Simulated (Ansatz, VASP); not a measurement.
# TiAl in VASP and in Ansatz

```
Ti Al
1.0
     3.15508    0.00000    0.00000
     0.00000    3.15508    0.00000
     0.00000    0.00000    3.15508
Ti Al
1 1
Direct
  0.50000 0.50000 0.50000
  0.00000 0.00000 0.00000
```

Alike in both runs: functional PBEsol; k mesh 6 × 6 × 6; occupations gaussian, width 0.1 eV; no spin polarisation.

Ansatz relaxed the structure, and its values are those at the end. VASP's run is a single point on that final structure, the one shown.

|  | VASP | Ansatz |
| --- | --- | --- |
| version | VASP 6.6.1 | Ansatz 0.2.0 |
| potentials or method | VASP PAW PBE potentials, release 64 (Ti_sv, Al), cutoff 500 eV | scalar-relativistic, plane waves, PAW |
| valence electrons in the cell | 15 | 15 |

```csv
,VASP,Ansatz,Ansatz less VASP
gap on the k mesh at the Fermi level (eV),none,none,-
pressure (GPa),-0.1,-0.1,0.00
```

VASP's potentials were made for PBE, not for PBEsol. A gap of «none» marks a metal or a gap that the smearing closes.
